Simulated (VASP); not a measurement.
Input of a VASP 6.6.1 run:

The input INCAR:

```
PREC     = Accurate       # precision mode
ENCUT    = 520            # plane-wave cutoff, eV
EDIFF    = 1E-6           # SCF threshold, eV
ISMEAR   = -1             # smearing method
SIGMA    = 0.02           # smearing width, eV
LREAL    = F              # projectors in reciprocal space
LASPH    = T              # aspherical terms in the spheres
NELM     = 60             # most SCF steps
ALGO     = Normal         # electronic algorithm
ISIF     = 2              # what is computed and relaxed
LWAVE    = F              # write WAVECAR
LCHARG   = F              # write CHGCAR
GGA      = PE             # functional
NBANDS   = 16             # bands
```

KPOINTS

```
Automatic mesh
0
Gamma
  8 8 8
```

POSCAR

```
AgCl
1.0
    3.3955880419      0.0000000000      0.0000000000
    0.0000000000      3.3955880419      0.0000000000
    0.0000000000      0.0000000000      3.2638392259
Ag Cl
1 1
Direct
    0.0000000000      0.0000000000      0.0000000000
    0.5000000000      0.5000000000      0.5000000000
```

Potentials or basis: VASP PAW PBE potentials, release 64 (Ag, Cl).

Command:

```console
$ cat potpaw_PBE.64/Ag/POTCAR potpaw_PBE.64/Cl/POTCAR > POTCAR
$ mpirun -np 1 vasp_std > vasp.out
```

Q: Predict the band gap on the k mesh.

A: 0.53 eV (least direct gap 2.05 eV).

Q: Predict the pressure.

A: 3.9 GPa.

Stress tensor (GPa, compression positive):
```
3.15 0.00 0.00
0.00 3.15 0.00
0.00 0.00 5.42
```

Caveat: the cell differs from its parent crystal (uniaxial z strain -3.9%); the cell stands under pressure. A k mesh can miss the band edges.
